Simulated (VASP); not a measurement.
Al3BP4:

```
CELL_PARAMETERS angstrom
3.44659 1.98989 2.82928
-3.44659 1.98989 2.82928
0.00000 -3.97978 2.82928
ATOMIC_POSITIONS crystal
Al 0.36581 0.63422 0.13889
Al 0.13889 0.36581 0.63422
Al 0.63422 0.13889 0.36581
B 0.86715 0.86715 0.86715
P 0.17095 0.17095 0.17095
P 0.64482 0.34424 0.83392
P 0.83392 0.64482 0.34424
P 0.34424 0.83392 0.64482
```

```yaml
Program: VASP 6.6.1
Task: relaxation of cell and atoms
Functional: PBE
Potentials_or_basis: VASP PAW PBE potentials, release 64 (Al, B, P)
Cutoff: 500 eV
k_mesh: 3 × 3 × 3
Occupations: gaussian, width 0.2 eV
Spin: no spin polarisation
```

At the start: pressure 0.1 GPa; volume 14.55 Å³/atom.

Problem. Where does the relaxation end?

Solution. Over 24 steps the energy falls by 630.7 meV/atom and the volume is 16.32 Å³/atom (+12.1 %); space group R3 (No. 146, to 0.05 Å).

Step by step:
```tsv
step	energy change (eV)	largest force (eV/Å)	pressure (GPa)	volume (Å³)
1	0.0000	1.8370	0.08	116.42
2	-0.6094	1.5671	-1.07	116.53
3	-1.2927	1.9911	3.74	116.69
4	-1.3269	1.5280	1.49	116.67
5	-1.8908	1.5862	1.08	118.42
6	-3.2693	1.6652	2.45	123.73
7	3.0682	14.3985	22.55	134.65
8	-3.3964	1.7272	3.37	124.57
9	-3.4218	1.7703	4.01	125.29
10	-3.7543	1.2603	-3.49	136.42
11	-3.7542	1.2652	-3.41	136.28
12	-4.1521	0.8953	-2.37	134.12
13	-4.5162	0.9076	1.70	129.57
14	-4.7394	0.8200	-1.60	132.62
15	-4.7486	0.8976	-2.31	133.30
16	-4.8884	0.8869	3.59	127.46
17	-4.9240	0.5286	1.51	129.21
18	-5.0073	0.3066	-0.80	131.53
19	-5.0074	0.3067	-0.82	131.56
20	-5.0315	0.2111	0.83	129.51
21	-5.0315	0.2110	0.84	129.51
22	-5.0389	0.2384	-0.53	130.97
23	-5.0414	0.1292	-0.09	130.47
24	-5.0453	0.0664	0.12	130.55
```

Final structure:
```
Al B P
1.0
     3.56498    2.05824    2.96526
    -3.56498    2.05824    2.96526
     0.00000   -4.11648    2.96526
Al B P
3 1 4
Direct
  0.24960 0.76710 0.24055
  0.24055 0.24960 0.76710
  0.76710 0.24055 0.24960
  0.83958 0.83958 0.83958
  0.25566 0.25566 0.25566
  0.72893 0.18308 0.73550
  0.73550 0.72893 0.18308
  0.18308 0.73550 0.72893
```

Caveat: the k points lie up to 0.41 Å⁻¹ apart in the final cell; the relaxation stopped at a loose force limit of 0.08 eV/Å, so its end isn't a converged minimum.
